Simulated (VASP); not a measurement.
Wanted: the native input for a VASP 6.6.1 run.

```yaml
Task: single point
Functional: PBEsol
Potentials_or_basis: VASP PAW PBE potentials, release 64 (Cs_sv, Sn_d, I)
Cutoff: 520 eV
k_mesh: 6 × 6 × 6
Occupations: gaussian, width 0.01 eV
Spin: no spin polarisation
Dipole_correction: no
Further_INCAR_settings: ALGO = Normal; EDIFF = 1e-07; NBANDS = 30
```

The structure of CsSnI3 lies in POSCAR:

```
CsSnI3
1.0
    6.1340713972      0.0000000000      0.0000000000
    0.0000000000      6.1340713972      0.0000000000
    0.0000000000      0.0000000000      6.1340713972
Cs Sn I
1 1 3
Direct
    0.0000000000      0.0000000000      0.0000000000
    0.5000000000      0.5000000000      0.5000000000
    0.0000000000      0.5000000000      0.5000000000
    0.5000000000      0.0000000000      0.5000000000
    0.5000000000      0.5000000000      0.0000000000
```

The input as run:

INCAR

```
SYSTEM = CsSnI3
ALGO = Normal
EDIFF = 1E-7
ENCUT = 520
GGA = PS
ISIF = 2
ISMEAR = 0
LASPH = .TRUE.
LCHARG = .FALSE.
LREAL = .FALSE.
LWAVE = .FALSE.
NBANDS = 30
NELM = 60
PREC = Accurate
SIGMA = 0.01
```

KPOINTS

```
k-points
0
G
  6 6 6
  0 0 0
```

Potentials or basis: VASP PAW PBE potentials, release 64 (Cs_sv, Sn_d, I).

Run with:

```console
$ cat potpaw_PBE.64/Cs_sv/POTCAR potpaw_PBE.64/Sn_d/POTCAR potpaw_PBE.64/I/POTCAR > POTCAR
$ mpirun -np 1 vasp_std > vasp.out
```

Results of the run:

| Property | Result |
| --- | --- |
| Pressure | 0.0 GPa |
| Band gap on the k mesh | 0.10 eV |

Caveat: semilocal functionals underestimate gaps, and a narrow one can read as zero; the PAW data sets were made with another functional, which shifts forces and pressure a little; spin-orbit coupling is left out, which moves the levels of the heavy elements.

Run time: 59 s on 1 thread of Intel(R) Xeon(R) 6975P-C (Granite Rapids), with other jobs on the host, peak memory 0.4 GiB.
